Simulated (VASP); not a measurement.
Crystal: Ga.

```
CELL_PARAMETERS angstrom
1.37372 -3.99948 0.00000
1.37372 3.99948 0.00000
-0.11666 0.00000 3.30758
ATOMIC_POSITIONS crystal
Ga 0.13100 0.86900 0.75000
Ga 0.86900 0.13100 0.25000
```

Base run:

| Property | Result |
| --- | --- |
| Program | VASP 6.6.1 |
| Functional | PBEsol |
| Potentials or basis | VASP PAW PBE potentials, release 64 (Ga_d) |
| Cutoff | 520 eV |
| k mesh | 10 × 10 × 8 |
| Occupations | fermi-dirac, width 0.05 eV |
| Spin | no spin polarisation |

Its results: band gap on the k mesh zero (band 13 reaches 9.73 eV, above the bottom of band 14 at 1.18 eV); pressure -0.8 GPa; largest force 0.206 eV/Å.

Q: The run is repeated on the same cell with these changes: functional from PBEsol to LDA; potentials or basis from VASP PAW PBE potentials, release 64 (Ga_d) to VASP PAW LDA potentials, release 64 (Ga_d). What comes out?

A: Band gap on the k mesh zero (band 13 reaches 9.60 eV, above the bottom of band 14 at 1.13 eV); pressure -3.0 GPa; largest force 0.192 eV/Å.

Caveats: the PAW data sets were made with another functional, which shifts forces and pressure a little (some runs).
